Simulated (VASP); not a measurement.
# Na3BPd (Pmm2) in VASP: single point with PBE

Aim: the single point of Na3BPd with PBE.

Everything below comes from runs of VASP 6.6.1. Logs are shortened: lines on timing, memory, paths and dates and some standing lists are left out, and cuts for length are marked.

**1. The cell of the first run**

The structure is orthorhombic, space group Pmm2 (No. 25). The conventional cell has a = 5.170 Å, b = 5.343 Å, c = 3.383 Å, α = 90.00°, β = 90.00°, γ = 90.00°. Within 3.6 Å of Na (site symmetry mm2) lie 2 Pd at 2.74 Å and 4 B at 2.94 to 3.44 Å and 6 Na at 3.07 to 3.38 Å. Na (site symmetry m) has 4 Na at 2.35 to 3.07 Å and 2 Pd at 3.04 Å within 3.1 Å. Within 2.1 Å of B (site symmetry mm2) lie 2 Pd at 1.57 to 1.82 Å. Within 2.1 Å of Pd (site symmetry mm2) lie 2 B at 1.57 to 1.82 Å.

**2. Single point, PBE**

File INCAR:

```
ALGO = Normal
EDIFF = 1E-6
ENCUT = 520
GGA = PE
ISIF = 2
ISMEAR = 0
LASPH = True
LCHARG = False
LREAL = False
LWAVE = False
NBANDS = 25
NELM = 60
PREC = Accurate
SIGMA = 0.1
```

File KPOINTS:

```
k-points
0
Gamma
  4 4 6
```

File POSCAR:

```
Na3BPd
1.0
    5.1696726800      0.0000000000      0.0000000000
    0.0000000000      5.3434344300      0.0000000000
    0.0000000000      0.0000000000      3.3829391500
Na B Pd
3 1 1
Direct
    0.5000000000      0.0000000000      0.7831119000
    0.0000000000      0.2201618900      0.1269944500
    0.0000000000      0.7798381100      0.1269944500
    0.5000000000      0.5000000000      0.4227295500
    0.5000000000      0.5000000000      0.9597991400
```

Potentials or basis: VASP PAW PBE potentials, release 64 (Na_pv, B, Pd).

Launch:

```
> cat potpaw_PBE.64/Na_pv/POTCAR potpaw_PBE.64/B/POTCAR potpaw_PBE.64/Pd/POTCAR > POTCAR
> mpirun -np 1 vasp_std > vasp.out
```

OUTCAR:

```text
EDIFF = 1E-6
   ENCUT = 520
   GGA = PE
   ISIF = 2
   ISMEAR = 0
   LASPH = True
   LREAL = False
   NELM = 60
   PREC = Accurate

 ion  position               nearest neighbor table
   1  0.500  0.000  0.783-   5 2.74   5 2.74
   2  0.000  0.220  0.127-   3 2.35   5 3.04   5 3.04
   3  0.000  0.780  0.127-   2 2.35   5 3.04   5 3.04
   4  0.500  0.500  0.423-   5 1.57   5 1.82
   5  0.500  0.500  0.960-   4 1.57   4 1.82   1 2.74   1 2.74   3 3.04   2 3.04   2 3.04   3 3.04

  LATTYP: Found a simple orthorhombic cell.
 ALAT       =     3.3829391500
 B/A-ratio  =     1.5281601149
 C/A-ratio  =     1.5795242519

  Lattice vectors:

 A1 = (   0.0000000000,   0.0000000000,   3.3829391500)
 A2 = (   5.1696726800,   0.0000000000,   0.0000000000)
 A3 = (   0.0000000000,   5.3434344300,   0.0000000000)

Analysis of symmetry for initial positions (statically):
=====================================================================
 Subroutine PRICEL returns:
 Original cell was already a primitive cell.

 Routine SETGRP: Setting up the symmetry group for a
 simple orthorhombic supercell.

 Subroutine GETGRP returns: Found  4 space group operations
 (whereof  4 operations were pure point group operations)
 out of a pool of  8 trial point group operations.

The static configuration has the point symmetry C_2v.

Analysis of symmetry for dynamics (positions and initial velocities):
=====================================================================
 Subroutine PRICEL returns:
 Original cell was already a primitive cell.

 Routine SETGRP: Setting up the symmetry group for a
 simple orthorhombic supercell.

 Subroutine GETGRP returns: Found  4 space group operations
 (whereof  4 operations were pure point group operations)
 out of a pool of  8 trial point group operations.

The dynamic configuration has the point symmetry C_2v.

 Subroutine INISYM returns: Found  4 space group operations
 (whereof  4 operations are pure point group operations),
 and found     1 'primitive' translations

----------------------------------------------------------------------------------------

                                     Primitive cell

  volume of cell :      93.4497

  direct lattice vectors                    reciprocal lattice vectors
     5.169672680  0.000000000  0.000000000     0.193435844  0.000000000  0.000000000
     0.000000000  5.343434430  0.000000000     0.000000000  0.187145555  0.000000000
     0.000000000  0.000000000  3.382939150     0.000000000  0.000000000  0.295600942

  length of vectors
     5.169672680  5.343434430  3.382939150     0.193435844  0.187145555  0.295600942

  position of ions in fractional coordinates (direct lattice)
     0.500000000  0.000000000  0.783111900
     0.000000000  0.220161890  0.126994450
     0.000000000  0.779838110  0.126994450
     0.500000000  0.500000000  0.422729550
     0.500000000  0.500000000  0.959799140

  ion indices of the primitive-cell ions
   primitive index   ion index
                 1           1
                 2           2
                 3           3
                 4           4
                 5           5

----------------------------------------------------------------------------------------

 KPOINTS: k-points

Automatic generation of k-mesh.
 Grid dimensions read from file:
 generate k-points for:    4    4    6

 Generating k-lattice:

  Cartesian coordinates                     Fractional coordinates (reciprocal lattice)
     0.048358961  0.000000000  0.000000000     0.250000000  0.000000000  0.000000000
     0.000000000  0.046786389  0.000000000     0.000000000  0.250000000  0.000000000
     0.000000000  0.000000000  0.049266824     0.000000000  0.000000000  0.166666667

  Length of vectors
     0.048358961  0.046786389  0.049266824

  Shift w.r.t. Gamma in fractional coordinates (k-lattice)
     0.000000000  0.000000000  0.000000000

 Subroutine IBZKPT returns following result:
 ===========================================

 Found     36 irreducible k-points:

 Following reciprocal coordinates:
            Coordinates               Weight
  0.000000  0.000000  0.000000      1.000000
  0.250000  0.000000  0.000000      2.000000
  0.500000  0.000000  0.000000      1.000000
  0.000000  0.250000  0.000000      2.000000
  0.250000  0.250000  0.000000      4.000000
  0.500000  0.250000  0.000000      2.000000
[... 16 lines left out ...]
  0.250000  0.250000  0.333333      8.000000
  0.500000  0.250000  0.333333      4.000000
 [... further k-points ...]
   k-points           NKPTS =     36   k-points in BZ     NKDIM =     36   number of bands    NBANDS=     25
   number of dos      NEDOS =    301   number of ions     NIONS =      5
   total plane-waves  NPLWV =  44800
   dimension x,y,z NGX =    40 NGY =   40 NGZ =   28
   dimension x,y,z NGXF=    80 NGYF=   80 NGZF=   56
   ions per type =               3   1   1
   NGX,Y,Z   is equivalent  to a cutoff of  12.86, 12.44, 13.76 a.u.
   NGXF,Y,Z  is equivalent  to a cutoff of  25.73, 24.89, 27.52 a.u.
 SYSTEM =  unknown system
   PREC   = accura    normal or accurate (medium, high low for compatibility)
   ISTART =      0    job   : 0-new  1-cont  2-samecut
   ICHARG =      2    charge: 1-file 2-atom 10-const
   ISPIN  =      1    spin polarized calculation?
   LNONCOLLINEAR =      F non collinear calculations
   LSORBIT =      F    spin-orbit coupling
   LASPH  =      T    aspherical Exc in radial PAW
   ENCUT  =  520.0 eV  38.22 Ry    6.18 a.u.   9.61  9.94  6.29*2*pi/ulx,y,z
   NELM   =     60;   NELMIN=  2; NELMDL= -5     # of ELM steps
   EDIFF  = 0.1E-05   stopping-criterion for ELM
   LREAL  =      F    real-space projection
   EDIFFG = 0.1E-04   stopping-criterion for IOM
   NSW    =      0    number of steps for IOM
   IBRION =     -1    ionic relax: 0-MD 1-quasi-New 2-CG
   NFREE  =      0    steps in history (QN), initial steepest desc. (CG)
   ISIF   =      2    stress and relaxation
   ISYM   =      2    0-nonsym 1-usesym 2-fastsym
   POTIM  = 0.5000    time-step for ionic-motion
   TEBEG  =    0.0;   TEEND  =   0.0 temperature during run
   PSTRESS=    0.0 pullay stress
   NELECT =      34.0000    total number of electrons
   NUPDOWN=      -1.0000    fix difference up-down
   EMIN   =  10.00;   EMAX   =-10.00  energy-range for DOS
   EFERMI =   0.00;   METHOD = LEGACY
   ISMEAR =     0;   SIGMA  =   0.10  broadening in eV -4-tet -1-fermi 0-gaus
   EFERMI_NEDOS =   21; number of points for ismear=-14 and -15
   IALGO  =     38    algorithm
   IMIX   =      4    mixing-type and parameters
     AMIX     =   0.40;   BMIX     =  1.00
     AMIX_MAG =   1.60;   BMIX_MAG =  1.00
  volume/ion in A,a.u.               =      18.69       126.13
  Fermi-wavevector in a.u.,A,eV,Ry     =   1.168715  2.208551 18.584122  1.365894
  Thomas-Fermi vector in A             =   2.305198
   LORBIT       =      0    0 simple, 1 ext, 2 COOP (PROOUT), +10 PAW based schemes
   GGA     = PE    functional components
   LHFCALC =     F    Hartree Fock is set to
   AEXX    =    0.0000 exact exchange contribution
   IVDW    =     0    specifies the selected vdW correction
   LEPSILON=     F    determine dielectric tensor
   LRPA    =     F    only Hartree local field effects (RPA)
 non-spin polarized calculation
 Gauss-broadening in eV      SIGMA  =   0.10
  energy-cutoff  :      520.00
  volume of cell :       93.45
 maximum number of plane-waves:      2536
 NGX is ok and might be reduce to    40
   NGX = 19   NGY = 19   NGZ = 13

 number of electron      34.0000027 magnetization

 Free energy of the ion-electron system (eV)
  ---------------------------------------------------
  ext. energy  EPLUGINS =         0.00000000
  ---------------------------------------------------
  free energy    TOTEN  =       -11.04645682 eV

  energy without entropy =      -11.03939047  energy(sigma->0) =      -11.04292364

 E-fermi :   3.6257     XC(G=0):  -8.8839

 val. band max:        3.5927974722   @ k =   0.2500   0.0000   0.0000
 cond. band min:       3.6334107606   @ k =   0.5000   0.5000   0.3333
 fundamental gap:      0.0406132884
 Fermi energy:         3.6256825959

 k-point     1 :       0.0000    0.0000    0.0000
  band No.  band energies     occupation
      1     -21.9819      2.00000
      2     -21.5999      2.00000
      3     -21.5904      2.00000
      4     -21.5150      2.00000
      5     -21.5087      2.00000
      6     -21.4233      2.00000
[... 17 lines left out ...]
     24      10.3641      0.00000
     25      12.0207      0.00000

 k-point     2 :       0.2500    0.0000    0.0000
  band No.  band energies     occupation
      1     -21.9824      2.00000
      2     -21.5973      2.00000
      3     -21.5905      2.00000
      4     -21.5150      2.00000
      5     -21.5098      2.00000
      6     -21.4234      2.00000
[... 17 lines left out ...]
     24      10.4884      0.00000
     25      12.2016      0.00000

 k-point     3 :       0.5000    0.0000    0.0000
  band No.  band energies     occupation
      1     -21.9829      2.00000
      2     -21.5943      2.00000
      3     -21.5909      2.00000
      4     -21.5149      2.00000
      5     -21.5108      2.00000
      6     -21.4234      2.00000
[... 17 lines left out ...]
     24      11.5486      0.00000
     25      11.5863      0.00000

 k-point     4 :       0.0000    0.2500    0.0000
  band No.  band energies     occupation
      1     -21.9491      2.00000
      2     -21.5957      2.00000
      3     -21.5868      2.00000
      4     -21.5188      2.00000
      5     -21.5131      2.00000
      6     -21.4584      2.00000
[... 17 lines left out ...]
     24      10.5320      0.00000
     25      12.2157      0.00000

 k-point     5 :       0.2500    0.2500    0.0000
  band No.  band energies     occupation
      1     -21.9497      2.00000
      2     -21.5928      2.00000
      3     -21.5869      2.00000
      4     -21.5187      2.00000
      5     -21.5144      2.00000
      6     -21.4583      2.00000
[... 17 lines left out ...]
     24      10.8755      0.00000
     25      12.3894      0.00000

 k-point     6 :       0.5000    0.2500    0.0000
  band No.  band energies     occupation
      1     -21.9503      2.00000
      2     -21.5896      2.00000
      3     -21.5874      2.00000
      4     -21.5186      2.00000
      5     -21.5157      2.00000
      6     -21.4583      2.00000
[... 17 lines left out ...]
     24      11.8492      0.00000
     25      11.8601      0.00000
[... 393 lines left out ...]
 k-point    21 :       0.5000    0.0000    0.3333
  band No.  band energies     occupation
      1     -21.9760      2.00000
      2     -21.6351      2.00000
      3     -21.5907      2.00000
      4     -21.5484      2.00000
      5     -21.5064      2.00000
      6     -21.4214      2.00000
[... 17 lines left out ...]
     24       9.6856      0.00000
     25       9.7930      0.00000

 k-point    22 :       0.0000    0.2500    0.3333
  band No.  band energies     occupation
      1     -21.9434      2.00000
      2     -21.6288      2.00000
      3     -21.5882      2.00000
      4     -21.5533      2.00000
      5     -21.5093      2.00000
      6     -21.4559      2.00000
[... 17 lines left out ...]
     24       9.6900      0.00000
     25      10.2780      0.00000

 k-point    23 :       0.2500    0.2500    0.3333
  band No.  band energies     occupation
      1     -21.9437      2.00000
      2     -21.6298      2.00000
      3     -21.5871      2.00000
      4     -21.5531      2.00000
      5     -21.5102      2.00000
      6     -21.4558      2.00000
[... 17 lines left out ...]
     24       9.8598      0.00000
     25      10.8425      0.00000

 k-point    24 :       0.5000    0.2500    0.3333
  band No.  band energies     occupation
      1     -21.9439      2.00000
      2     -21.6307      2.00000
      3     -21.5861      2.00000
      4     -21.5529      2.00000
      5     -21.5111      2.00000
      6     -21.4558      2.00000
[... 17 lines left out ...]
     24       9.7397      0.00000
     25      10.9580      0.00000

 [... further k-points ...]
[... 5 lines left out ...]
  --------------------------------------------------------------------------------------
  -------------------------------------------------------------------------------------
  Total        2.4000202      6.5693468     33.0748542      0.0000000      0.0000000      0.0000000
  in kB       41.1479087    112.6302509    567.0623371      0.0000000      0.0000000      0.0000000
  external PRESSURE =     240.2801656 kB  Pullay stress =       0.0000000 kB

 VOLUME and BASIS-vectors are now :
 -----------------------------------------------------------------------------
  energy-cutoff  :      520.00
  volume of cell :       93.45
      direct lattice vectors                 reciprocal lattice vectors
     5.169672680  0.000000000  0.000000000     0.193435844  0.000000000  0.000000000
     0.000000000  5.343434430  0.000000000     0.000000000  0.187145555  0.000000000
     0.000000000  0.000000000  3.382939150     0.000000000  0.000000000  0.295600942

 POSITION                                       TOTAL-FORCE (eV/Angst)
 -----------------------------------------------------------------------------------
      2.58484      0.00000      2.64922         0.000000      0.000000     -0.601677
      0.00000      1.17642      0.42961         0.000000      1.587339      0.253275
      0.00000      4.16701      0.42961        -0.000000     -1.587339      0.253275
      2.58484      2.67172      1.43007         0.000000      0.000000      8.645431
      2.58484      2.67172      3.24694         0.000000      0.000000     -8.550305
 -----------------------------------------------------------------------------------
    total drift:                               -0.000000      0.000000     -0.000514

  FREE ENERGIE OF THE ION-ELECTRON SYSTEM (eV)
  ---------------------------------------------------
  free  energy   TOTEN  =       -11.0464568179 eV

  energy  without entropy=      -11.0393904692  energy(sigma->0) =      -11.04292364
```

It took 1.8 min on 1 thread of Oxide Virtual Turin-like, shared host; peak memory 0.22 GiB.

What came out:

* Free energy: -11.0465 eV
* Pressure: 24.0 GPa
* Largest force: 8.645 eV/Å
* Band gap on the k mesh: zero (band 17 reaches 4.63 eV, above the bottom of band 18 at 2.51 eV)

Forces in eV/Å, atoms in the order of the input:
```
Na   0.000  0.000 -0.602
Na   0.000  1.587  0.253
Na   0.000 -1.587  0.253
B    0.000  0.000  8.645
Pd   0.000  0.000 -8.550
```

Caveat: forces of over 1 eV/Å act on the atoms, so gaps and moduli don't describe the material at rest.
